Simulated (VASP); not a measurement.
# AgCl (I4/mmm) in VASP: a series of runs, part 2 of 2

VASP 6.6.1. The steps go on from the part before.

## 3. Single point, r2SCAN (strain -0.0200 x Voigt [0, 1, 0, 0, 0, 0])

Input file POSCAR:

```
AgCl
1.0
    0.0000000000      2.7176870000      2.7731500000
    2.7731500000      0.0000000000      2.7731500000
    2.7731500000      2.7176870000      0.0000000000
Ag Cl
1 1
Direct
    0.5000000000      0.5000000000      0.5000000000
    0.0000000000      0.0000000000      0.0000000000
```

Input file INCAR.step1:

```
SYSTEM = AgCl
PREC     = Accurate       ! precision mode
ENCUT    = 520            ! plane-wave cutoff, eV
ISMEAR   = 0              ! smearing method
SIGMA    = 0.05           ! smearing width, eV
LREAL    = .False.        ! projectors in reciprocal space
LASPH    = .True.         ! aspherical terms in the spheres
NELM     = 60             ! most SCF steps
NBANDS   = 16             ! bands
GGA      = PE             ! functional
ALGO     = Normal         ! electronic algorithm
EDIFF    = 1E-4           ! SCF threshold, eV
LWAVE    = .True.         ! write WAVECAR
LCHARG   = .False.        ! write CHGCAR
```

Input file INCAR.step2:

```
SYSTEM = AgCl
PREC     = Accurate       ! precision mode
ENCUT    = 520            ! plane-wave cutoff, eV
EDIFF    = 1E-7           ! SCF threshold, eV
ISMEAR   = 0              ! smearing method
SIGMA    = 0.05           ! smearing width, eV
LREAL    = .False.        ! projectors in reciprocal space
LASPH    = .True.         ! aspherical terms in the spheres
NELM     = 60             ! most SCF steps
ALGO     = Normal         ! electronic algorithm
ISIF     = 2              ! what is computed and relaxed
LWAVE    = .False.        ! write WAVECAR
LCHARG   = .False.        ! write CHGCAR
METAGGA  = R2SCAN         ! meta-GGA
LMIXTAU  = .True.       
NBANDS   = 16             ! bands
ISTART   = 1
```

Input file KPOINTS:

```
Automatic mesh
0
Gamma
  8 8 8
  0 0 0
```

Potentials or basis: VASP PAW PBE potentials, release 64 (Ag, Cl).

Command:

```console
cat potpaw_PBE.64/Ag/POTCAR potpaw_PBE.64/Cl/POTCAR > POTCAR
cp INCAR.step1 INCAR
mpirun -np 1 vasp_std > vasp.out
cp INCAR.step2 INCAR
mpirun -np 1 vasp_std > vasp.out
```

OUTCAR:

```text
SYSTEM = AgCl
   PREC = Accurate
   ENCUT = 520
   EDIFF = 1E-7
   ISMEAR = 0
   LREAL = .False.
   LASPH = .True.
   NELM = 60
   ISIF = 2
   METAGGA = R2SCAN
   ISTART = 1

 ion  position               nearest neighbor table
   1  0.500  0.500  0.500-   2 2.72   2 2.72   2 2.77   2 2.77   2 2.77   2 2.77
   2  0.000  0.000  0.000-   1 2.72   1 2.72   1 2.77   1 2.77   1 2.77   1 2.77

  LATTYP: Found a body centered tetragonal cell.
 ALAT       =     3.9218263405
 C/A-ratio  =     1.3859292911

  Lattice vectors:

[... 645 lines left out ...]

  FORCE on cell =-STRESS in cart. coord.  units (eV):
  Direction    XX          YY          ZZ          XY          YZ          ZX
  --------------------------------------------------------------------------------------
  -------------------------------------------------------------------------------------
  Total        0.2000626      0.3859902      0.2000626     -0.0000000      0.0000000      0.0000000
  in kB        7.6683233     14.7948559      7.6683233     -0.0000000      0.0000000      0.0000000
  external PRESSURE =      10.0438341 kB  Pullay stress =       0.0000000 kB

 VOLUME and BASIS-vectors are now :
 -----------------------------------------------------------------------------
  energy-cutoff  :      520.00
  volume of cell :       41.80
      direct lattice vectors                 reciprocal lattice vectors
     0.000000000  2.717687000  2.773150000    -0.180300380  0.183979980  0.180300380
     2.773150000  0.000000000  2.773150000     0.180300380 -0.183979980  0.180300380
     2.773150000  2.717687000  0.000000000     0.180300380  0.183979980 -0.180300380

 POSITION                                       TOTAL-FORCE (eV/Angst)
 -----------------------------------------------------------------------------------
      2.77315      2.71769      2.77315        -0.000000      0.000000      0.000000
      0.00000      0.00000      0.00000         0.000000      0.000000     -0.000000
 -----------------------------------------------------------------------------------
    total drift:                                0.000000      0.000000      0.000000

  FREE ENERGIE OF THE ION-ELECTRON SYSTEM (eV)
  ---------------------------------------------------
  free  energy   TOTEN  =       -28.6393031539 eV

  energy  without entropy=      -28.6393031539  energy(sigma->0) =      -28.63930315
```

Run time: 5.7 min. Hardware: 1 thread of Intel Xeon 8259CL, shared host; peak memory 0.2 GiB.

What came out:

```
Free energy            : -28.6393 eV
Pressure               : 1.0 GPa
Band gap on the k mesh : 1.36 eV (least direct gap 3.77 eV)
```

Caveat: the cell differs from its parent crystal (strain -0.0200 x Voigt [0, 1, 0, 0, 0, 0]); the PAW data sets were made with another functional, which shifts forces and pressure a little. A k mesh can miss the band edges.

## 4. Single point, r2SCAN (strain -0.0100 x Voigt [0, 1, 0, 0, 0, 0])

Input file POSCAR:

```
AgCl
1.0
    0.0000000000      2.7454185000      2.7731500000
    2.7731500000      0.0000000000      2.7731500000
    2.7731500000      2.7454185000      0.0000000000
Ag Cl
1 1
Direct
    0.5000000000      0.5000000000      0.5000000000
    0.0000000000      0.0000000000      0.0000000000
```

Input file INCAR.step1:

```
PREC = Accurate ; ENCUT = 520
ISMEAR = 0 ; SIGMA = 0.05
LREAL = F ; LASPH = T
NELM = 80 ; NBANDS = 16
GGA = PE ; ALGO = Normal
EDIFF = 1E-4 ; LWAVE = T
LCHARG = F
```

Input file INCAR.step2:

```
PREC = Accurate ; ENCUT = 520
EDIFF = 1E-6 ; ISMEAR = 0
SIGMA = 0.05 ; LREAL = F
LASPH = T ; NELM = 80
ALGO = Normal ; ISIF = 2
LWAVE = F ; LCHARG = F
METAGGA = R2SCAN ; LMIXTAU = T
NBANDS = 16 ; ISTART = 1
```

Input file KPOINTS:

```
Automatic mesh
0
Gamma
  8 8 8
```

Command:

```console
cat potpaw_PBE.64/Ag/POTCAR potpaw_PBE.64/Cl/POTCAR > POTCAR
cp INCAR.step1 INCAR
mpirun -np 1 vasp_std > vasp.out
cp INCAR.step2 INCAR
mpirun -np 1 vasp_std > vasp.out
```

Wall time 3.6 min (1 thread of Intel Xeon 8259CL, shared host); peak memory 0.2 GiB.

Results (log left out):

```
Free energy            : -28.6423 eV
Pressure               : 0.4 GPa
Band gap on the k mesh : 1.39 eV (least direct gap 3.73 eV)
```

Stress tensor (GPa, compression positive):
```
0.34 0.00 0.00
0.00 0.66 0.00
0.00 0.00 0.34
```

Levels at points of the mesh, in eV from the valence-band top:
```csv
k point,band 7,band 8,band 9,band 10,band 11,band 12
"(0.00, 0.00, 0.00)",-2.49,-2.46,-2.46,1.39,11.29,11.29
"(0.50, 0.00, 0.00)",-1.81,-0.07,0.00,4.65,7.19,8.17
"(0.50, 0.50, 0.00)",-2.02,-2.01,-1.90,2.88,8.32,9.21
"(0.50, 0.00, 0.50)",-2.02,-2.02,-1.90,2.87,8.26,9.31
```

Caveat: the cell differs from its parent crystal (strain -0.0100 x Voigt [0, 1, 0, 0, 0, 0]); the PAW data sets were made with another functional, which shifts forces and pressure a little. A k mesh can miss the band edges.

## 5. Single point, r2SCAN (strain +0.0100 x Voigt [0, 1, 0, 0, 0, 0])

Input file POSCAR:

```
AgCl
1.0
    0.0000000000      2.8008815000      2.7731500000
    2.7731500000      0.0000000000      2.7731500000
    2.7731500000      2.8008815000      0.0000000000
Ag Cl
1 1
Direct
    0.5000000000      0.5000000000      0.5000000000
    0.0000000000      0.0000000000      0.0000000000
```

Input file INCAR.step1:

```
PREC = Accurate
ENCUT = 520
ISMEAR = 0
SIGMA = 0.05
LREAL = F
LASPH = T
NELM = 60
NBANDS = 16
GGA = PE
ALGO = Normal
EDIFF = 1E-4
LWAVE = T
LCHARG = F
```

Input file INCAR.step2:

```
PREC = Accurate
ENCUT = 520
EDIFF = 1E-7
ISMEAR = 0
SIGMA = 0.05
LREAL = F
LASPH = T
NELM = 60
ALGO = Normal
ISIF = 2
LWAVE = F
LCHARG = F
METAGGA = R2SCAN
LMIXTAU = T
NBANDS = 16
ISTART = 1
```

KPOINTS is that of step 4.

Command:

```console
cat potpaw_PBE.64/Ag/POTCAR potpaw_PBE.64/Cl/POTCAR > POTCAR
cp INCAR.step1 INCAR
mpirun -np 1 vasp_std > vasp.out
cp INCAR.step2 INCAR
mpirun -np 1 vasp_std > vasp.out
```

Wall time 5.7 min (1 thread of Intel Xeon 8259CL, shared host); peak memory 0.19 GiB.

It converged, with:

```yaml
Free_energy: -28.6423 eV
Pressure: -0.6 GPa
Band_gap_on_the_k_mesh: 1.39 eV (least direct gap 3.66 eV)
```

Stress tensor (GPa, compression positive):
```
-0.51  0.00  0.00
 0.00 -0.76  0.00
 0.00  0.00 -0.51
```

Levels at points of the mesh, in eV from the valence-band top:
```csv
k point,band 6,band 7,band 8,band 9,band 10,band 11,band 12,band 13
"(0.00, 0.00, 0.00)",-2.42,-2.41,-2.37,-2.37,1.39,11.29,11.32,11.32
"(0.50, 0.00, 0.00)",-2.07,-1.76,-0.07,0.00,4.70,7.07,8.21,8.31
"(0.50, 0.50, 0.00)",-2.19,-1.96,-1.95,-1.85,2.91,8.31,9.21,12.15
"(0.50, 0.00, 0.50)",-2.20,-1.96,-1.96,-1.86,2.92,8.37,9.10,12.31
```

Caveat: the cell differs from its parent crystal (strain +0.0100 x Voigt [0, 1, 0, 0, 0, 0]); the PAW data sets were made with another functional, which shifts forces and pressure a little. A k mesh can miss the band edges.

## 6. The runs side by side

```csv
cell,gap on the mesh (eV),pressure (GPa)
"a = 3.863, b = 3.922 Å, angles 59.5, 61.0, 59.5°, 2 atoms",1.33,1.7
"a = 3.883, b = 3.922 Å, angles 59.7, 60.7, 59.7°, 2 atoms",1.36,1.0
"a = 3.902, b = 3.922 Å, angles 59.8, 60.3, 59.8°, 2 atoms",1.39,0.4
"a = 3.941, b = 3.922 Å, angles 60.2, 59.7, 60.2°, 2 atoms",1.39,-0.6
```

Alike in all rows: task single point; level r2SCAN; potentials or basis VASP PAW PBE potentials, release 64 (Ag, Cl); no spin polarisation; k mesh 8 × 8 × 8; cutoff (eV) 520; smearing gaussian 0.05 eV.

Caveats: the PAW data sets were made with another functional, which shifts forces and pressure a little.

Absolute energies hang on the potentials; compare differences alone.
